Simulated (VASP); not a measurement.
HgTe: relaxation of cell and atoms with r2SCAN

HgTe:

```
Hg Te
1.0
     0.00000    3.30753    3.30753
     3.30753    0.00000    3.30753
     3.30753    3.30753    0.00000
Hg Te
1 1
Direct
  0.00000 0.00000 0.00000
  0.25000 0.25000 0.25000
```

* Program: VASP 6.6.1
* Task: relaxation of cell and atoms
* Functional: r2SCAN
* Potentials or basis: VASP PAW PBE potentials, release 64 (Hg, Te)
* Cutoff: 600 eV
* k mesh: 12 × 12 × 12
* Occupations: gaussian, width 0.1 eV
* Spin: no spin polarisation
* Target pressure: -2 GPa
* Dipole correction: no
* Further INCAR settings: ALGO = Normal; EDIFF = 1e-07; IBRION = 2; EDIFFG = -0.008; NSW = 70; ISIF = 3

```json
{
  "Relaxed volume": "37.68 Å³/atom",
  "Relaxed cell": "a = 4.741 Å, b = 4.741 Å, c = 4.741 Å, α = 60.00°, β = 60.00°, γ = 60.00°",
  "Space group after relaxing (to 0.05 Å)": "F-43m (No. 216)",
  "Energy change on relaxing (the enthalpy is what falls)": "+12.7 meV/atom",
  "Ionic steps": "3",
  "Pressure after relaxing": "-2.0 GPa",
  "Band gap on the k mesh": "zero (filled and empty bands touch)"
}
```

Step by step:
```tsv
step	energy change (eV)	largest force (eV/Å)	pressure (GPa)	volume (Å³)
1	0.0000	0.0000	-0.66	72.37
2	0.0283	0.0000	-2.09	75.58
3	0.0254	0.0000	-2.00	75.36
```

Final structure:
```cif
data_structure
_symmetry_space_group_name_H-M 'P 1'
_symmetry_Int_Tables_number 1
_cell_length_a 4.7411
_cell_length_b 4.7411
_cell_length_c 4.7411
_cell_angle_alpha 60.000
_cell_angle_beta 60.000
_cell_angle_gamma 60.000
_cell_volume 75.36
loop_
_atom_site_label
_atom_site_type_symbol
_atom_site_fract_x
_atom_site_fract_y
_atom_site_fract_z
_atom_site_occupancy
Hg1 Hg 0.00000 0.00000 0.00000 1
Te1 Te 0.25000 0.25000 0.25000 1
```

Levels at points of the mesh, in eV from the Fermi level:
```
           k point  band 6  band 7  band 8  band 9  band 10  band 11  band 12  band 13
(0.00, 0.00, 0.00)   -6.68   -0.76   -0.07   -0.07    -0.07     4.69     4.69     4.69
(0.50, 0.00, 0.00)   -6.43   -5.01   -0.89   -0.89     0.86     5.41     5.41     6.99
(0.50, 0.50, 0.00)   -6.31   -5.05   -1.97   -1.97     2.02     2.93     8.21     8.91
```

Run time: 7 min on 1 thread of Intel(R) Xeon(R) 6975P-C (Granite Rapids) (shared host), peak memory 0.34 GiB.

Caveat: the cell is relaxed towards a set pressure, so the enthalpy falls and the energy may rise; the PAW data sets were made with another functional, which shifts forces and pressure a little; spin-orbit coupling is left out, which moves the levels of the heavy elements.
